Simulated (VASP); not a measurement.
Input of a VASP 6.6.1 run:

The input INCAR:

```
SYSTEM = HfB2
PREC = Accurate
ENCUT = 600
EDIFF = 1E-6
ISMEAR = -1
SIGMA = 0.05
LREAL = .FALSE.
LASPH = .TRUE.
NELM = 80
ALGO = Normal
ISIF = 3
LWAVE = .FALSE.
LCHARG = .FALSE.
GGA = RP
IVDW = 12
IBRION = 2
NSW = 60
EDIFFG = -0.01
```

File KPOINTS:

```
Automatic mesh
0
G
  10 10 8
  0 0 0
```

POSCAR

```
HfB2
1.0
    3.1400000000      0.0000000000      0.0000000000
   -1.5700000000      2.7193197679      0.0000000000
    0.0000000000      0.0000000000      3.4800000000
Hf B
1 2
Direct
    0.0000000000      0.0000000000      0.0000000000
    0.6666666667      0.3333333333      0.5000000000
    0.3333333333      0.6666666667      0.5000000000
```

Potentials or basis: VASP PAW PBE potentials, release 64 (Hf_pv, B).

Command:

```bash
$ cat potpaw_PBE.64/Hf_pv/POTCAR potpaw_PBE.64/B/POTCAR > POTCAR
$ mpirun -np 1 vasp_std > vasp.out
```

Task: What does it give for the dispersion energy per atom?

Result: -2.315 eV.

Task: Predict the relaxed cell.

Result: a = 3.036 Å, b = 3.036 Å, c = 3.333 Å, α = 90.00°, β = 90.00°, γ = 120.00°.

Task: Predict the space group after relaxing (to 0.05 Å).

Result: P6/mmm (No. 191).

Step by step:
| step | energy change (eV) | largest force (eV/Å) | pressure (GPa) | volume (Å³) |
| --- | --- | --- | --- | --- |
| 1 | 0.0000 | 0.0000 | -28.86 | 29.71 |
| 2 | 0.4394 | 0.0000 | 68.98 | 22.68 |
| 3 | -0.3045 | 0.0000 | -1.45 | 26.74 |
| 4 | -0.3051 | 0.0000 | -0.20 | 26.63 |
| 5 | -0.3051 | 0.0000 | 0.52 | 26.57 |
| 6 | -0.3068 | 0.0000 | 0.59 | 26.55 |
| 7 | -0.3068 | 0.0000 | 0.57 | 26.56 |
| 8 | -0.3068 | 0.0000 | -0.70 | 26.66 |
| 9 | -0.3069 | 0.0000 | 0.02 | 26.60 |

Caveat: the PAW data sets were made with another functional, which shifts forces and pressure a little; the volume moved by -10 % from the deposited cell, more than functionals usually miss; pairwise dispersion overbinds metals, which lowers pressure and volume.
